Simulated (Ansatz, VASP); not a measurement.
**One calculation of Ta, two programs**

File INCAR:

```
PREC = Accurate
ENCUT = 520
EDIFF = 1E-8
ISMEAR = -1
SIGMA = 0.08
LREAL = F
LASPH = T
NELM = 60
ALGO = Normal
ISIF = 2
LWAVE = F
LCHARG = F
GGA = PS
LEFG = T
NBANDS = 12
```

The input KPOINTS:

```
Automatic mesh
0
Gamma
  17 17 17
```

File POSCAR:

```
Ta
1.0
   -1.6512800000      1.6512800000      1.6512800000
    1.6512800000     -1.6512800000      1.6512800000
    1.6512800000      1.6512800000     -1.6512800000
Ta
1
Direct
    0.0000000000      0.0000000000      0.0000000000
```

Input for Ansatz:

```yaml
crystal:
  lattice:
    - [-1.65128, 1.65128, 1.65128]
    - [1.65128, -1.65128, 1.65128]
    - [1.65128, 1.65128, -1.65128]
  atoms:
    - { symbol: Ta, position: [0.0, 0.0, 0.0] }
kpoints:
  mp_grid: { grid: [17, 17, 17] }
  band_path:
    path:
      - [0.0, 0.0, 0.0]
      - [0.5, -0.5, 0.5]
      - [0.0, 0.0, 0.5]
      - [0.0, 0.0, 0.0]
      - [0.25, 0.25, 0.25]
      - [0.5, -0.5, 0.5]
      - [0.25, 0.25, 0.25]
      - [0.0, 0.0, 0.5]
    npoints: 5
scf:
  occupations: { method: fermi_dirac, width: 0.08 }
hamiltonian:
  xc: pbesol
  pseudopotentials: { kind: paw }
output:
  forces: true
  stress: true
  eigenvalues: true
  efg: { contact_densities: true }
```

Alike in both runs: task electric field gradients; functional PBEsol; k mesh 17 × 17 × 17; occupations fermi-dirac, width 0.08 eV; no spin polarisation.

```csv
,VASP,Ansatz
version,VASP 6.6.1,Ansatz 0.2.0
potentials or method,"VASP PAW PBE potentials, release 64 (Ta_pv)","PAW with Ansatz's default frozen-core files, scalar-relativistic"
plane-wave cutoff (eV),520,420
valence electrons in the cell,11,13
```

|  | VASP | Ansatz | Ansatz less VASP |
| --- | --- | --- | --- |
| pressure (GPa) | -3.6 | -3.8 | -0.15 |

VASP's potentials were made for PBE, not for PBEsol. The functional is the same, so the differences come from potentials, cutoffs and numerics. VASP's potentials hold 11 valence electrons a cell and Ansatz's 13, so a difference there can come from the potentials and not from the codes.

Neither program's run includes spin-orbit coupling.
